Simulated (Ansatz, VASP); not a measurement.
## ZnH6O: VASP beside Ansatz

File INCAR:

```
SYSTEM = ZnH6O
  PREC = Accurate
  ENCUT = 520
  EDIFF = 1E-7
  ISMEAR = 0
  SIGMA = 0.05
  LREAL = .False.
  LASPH = .True.
  NELM = 100
  ALGO = Normal
  ISIF = 2
  LWAVE = .False.
  LCHARG = .False.
  GGA = PS
  IBRION = 2
  NSW = 60
  EDIFFG = -0.03
```

The input KPOINTS:

```
regular mesh
0
Gamma
  1 1 1
  0 0 0
```

Contents of POSCAR:

```
ZnH6O
1.0
   10.5000000000      0.0000000000      0.0000000000
    0.0000000000     11.4000000000      0.0000000000
    0.0000000000      0.0000000000     11.8000000000
Zn O H
1 1 6
Direct
    0.5000000000      0.4302551704      0.5021693242
    0.5000000000      0.5938406438      0.4486781334
    0.3789063162      0.3658611840      0.4600566483
    0.6210936838      0.3658611840      0.4600566483
    0.5000000000      0.4302551704      0.6335252564
    0.4242187914      0.6341388160      0.4750325177
    0.5757812086      0.6341388160      0.4750325177
    0.5000000000      0.5938406438      0.3664747436
```

Input for Ansatz:

```yaml
crystal:
  lattice:
    - [10.5, 0.0, 0.0]
    - [0.0, 11.4, 0.0]
    - [0.0, 0.0, 11.8]
  atoms:
    - { symbol: Zn, position: [0.5, 0.4302551704, 0.5021693242] }
    - { symbol: O, position: [0.5, 0.5938406438, 0.4486781334] }
    - { symbol: H, position: [0.3789063162, 0.365861184, 0.4600566483] }
    - { symbol: H, position: [0.6210936838, 0.365861184, 0.4600566483] }
    - { symbol: H, position: [0.5, 0.4302551704, 0.6335252564] }
    - { symbol: H, position: [0.4242187914, 0.634138816, 0.4750325177] }
    - { symbol: H, position: [0.5757812086, 0.634138816, 0.4750325177] }
    - { symbol: H, position: [0.5, 0.5938406438, 0.3664747436] }
basis:
  ecutwfc: 420
kpoints:
  mp_grid: { grid: [1, 1, 1] }
hamiltonian:
  xc: pbesol
scf:
  occupations: { method: gaussian, width: 0.05 }
output:
  forces: true
  eigenvalues: true
  populations: true
  write_density: true
  write_potential: true
  elf: true
  volumetric_format: npy
relax:
  adjacent_minimum: "off"
  f_tol: 0.03
  max_steps: 40
```

Alike in both runs: task relaxation of the atoms; functional PBEsol; k mesh 1 × 1 × 1; occupations gaussian, width 0.05 eV; no spin polarisation.

|  | VASP | Ansatz |
| --- | --- | --- |
| version | VASP 6.6.1 | Ansatz 0.2.0 |
| potentials or method | VASP PAW PBE potentials, release 64 (Zn, O, H), cutoff 520 eV | scalar-relativistic, plane waves, PAW |
| valence electrons in the cell | 24 | 24 |

```tsv
	VASP	Ansatz	Ansatz less VASP
gap on the k mesh at the Fermi level, each at its own relaxed structure (eV)	3.03	4.28	+1.251
```

VASP's potentials were made for PBE, not for PBEsol. One of these differences is far larger than is usual between the two programs; its cause wasn't traced. Ansatz's warnings: xc potential rough in thin density.
